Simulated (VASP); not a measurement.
A run of VASP 6.6.1 is set up as follows.

The input INCAR:

```
ALGO = Normal
EDIFF = 1E-6
ENCUT = 600
GGA = PE
GGA_COMPAT = False
ISIF = 2
ISMEAR = -1
LASPH = True
LCHARG = False
LREAL = False
LWAVE = False
NBANDS = 30
NELM = 120
PREC = Accurate
SIGMA = 0.5
```

The input KPOINTS:

```
k-points
0
Gamma
  9 9 12
```

File POSCAR:

```
IrO2
1.0
    4.5612760961      0.0000000000      0.0000000000
    0.0000000000      4.5612760961      0.0000000000
    0.0000000000      0.0000000000      3.1890623694
Ir O
2 4
Direct
    0.5000000000      0.5000000000      0.5000000000
    0.0000000000      0.0000000000      0.0000000000
    0.6918571909      0.6918571909      0.0000000000
    0.8081428091      0.1918571909      0.5000000000
    0.3081428091      0.3081428091      0.0000000000
    0.1918571909      0.8081428091      0.5000000000
```

Potentials or basis: VASP PAW PBE potentials, release 64 (Ir, O).

Run with:

```bash
$ cat potpaw_PBE.64/Ir/POTCAR potpaw_PBE.64/O/POTCAR > POTCAR
$ mpirun -np 1 vasp_std > vasp.out
```

Question: What does it give for the band gap on the k mesh?

Answer: Zero (band 21 reaches 6.19 eV, above the bottom of band 22 at 5.28 eV).

Question: What does it give for the pressure?

Answer: 2.0 GPa.

Question: Estimate the largest force.

Answer: 0.011 eV/Å.

Forces in eV/Å, atoms in the order of the input:
```
Ir   0.000  0.000  0.000
Ir   0.000  0.000  0.000
O    0.008  0.008  0.000
O   -0.008  0.008  0.000
O   -0.008 -0.008  0.000
O    0.008 -0.008  0.000
```

Caveat: spin-orbit coupling is left out, which moves the levels of the heavy elements.
